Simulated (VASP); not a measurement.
ZrC, 2 atoms in the cell. Symmetry: I4/mmm, No. 139, tetragonal system. The conventional cell has a = 3.390 Å, b = 3.390 Å, c = 4.700 Å, α = 90.00°, β = 90.00°, γ = 90.00°. Zr (site symmetry 4/mmm) has 6 C at 2.35 to 2.40 Å within 3.1 Å. Within 3.1 Å of C (site symmetry 4/mmm) lie 6 Zr at 2.35 to 2.40 Å.  This cell differs from its parent crystal: equal xx and yy strain of +2 %.

* Program: VASP 6.6.1
* Task: single point
* Functional: PBE
* Potentials or basis: VASP PAW PBE potentials, release 64 (Zr_sv, C)
* Cutoff: 520 eV
* k mesh: 15 × 15 × 15
* Occupations: fermi-dirac, width 0.05 eV
* Spin: no spin polarisation
* Dipole correction: no
* Further INCAR settings: ALGO = Normal; EDIFF = 1e-06; NBANDS = 15

Potentials or basis: VASP PAW PBE potentials, release 64 (Zr_sv, C).

Run with:

```bash
$ cat potpaw_PBE.64/Zr_sv/POTCAR potpaw_PBE.64/C/POTCAR > POTCAR
$ mpirun -np 1 vasp_std > vasp.out
```

Hardware: 1 thread of Intel Xeon 8259CL (shared host).

Task: How long does it take, and how much memory?

Result: Run time: 3.4 min on 1 thread of Intel Xeon 8259CL, with other jobs on the host, peak memory 0.25 GiB. Counts: scf iterations 14, k points 288.
